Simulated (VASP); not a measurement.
Runs of VASP 6.6.1 on AlH2. The structure is that of space group P-6m2 (No. 187), or close to it. The cells are those of the table. 

```tsv
task	potentials or basis	cell	k mesh	cutoff (eV)	second run	gap on the mesh (eV)	pressure (GPa)	relaxed volume (Å³/atom)	largest force (eV/Å)
relaxation of cell and atoms	VASP PAW PBE potentials, release 64 (Al, H_h)	relaxed from a = 3.137, b = 3.137, c = 3.687 Å, angles 90.0, 90.0, 120.0°, 3 atoms	6 × 6 × 6	910	hard_potentials	none	0.0	(a)	0.03
relaxation of cell and atoms	VASP PAW PBE potentials, release 64 (Al, H)	relaxed from a = 2.732, b = 2.732, c = 5.194 Å, angles 90.0, 90.0, 120.0°, 3 atoms	18 × 18 × 10	600	-	none	-0.1	-	-
relaxation of cell and atoms	VASP PAW PBE potentials, release 64 (Al, H)	relaxed from a = 2.735, b = 2.735, c = 4.876 Å, angles 90.0, 90.0, 120.0°, 3 atoms	18 × 18 × 10	600	-	none	0.0	11.25	-
single point	VASP PAW PBE potentials, release 64 (Al, H)	a = 2.732, b = 2.732, c = 5.194 Å, angles 90.0, 90.0, 120.0°, 3 atoms	18 × 18 × 10	520	-	none	-0.1	-	-
relaxation of cell and atoms	VASP PAW PBE potentials, release 64 (Al, H)	relaxed from a = 3.137, b = 3.137, c = 3.687 Å, angles 90.0, 90.0, 120.0°, 3 atoms	6 × 6 × 6	600	-	none	0.0	12.04	0.03
```

Alike in all rows: level PBE; no spin polarisation; smearing gaussian 0.1 eV.

Question: Fill in the values left out.

Answer: (a) 8.72.

Caveats: some runs use coarse meshes; the volume moved by over 15 % at a fixed basis, so the end points are rough (some runs); the relaxation stopped at its first step, so nothing moved (some runs).

A gap of «none» marks levels without a gap at the run's occupations.
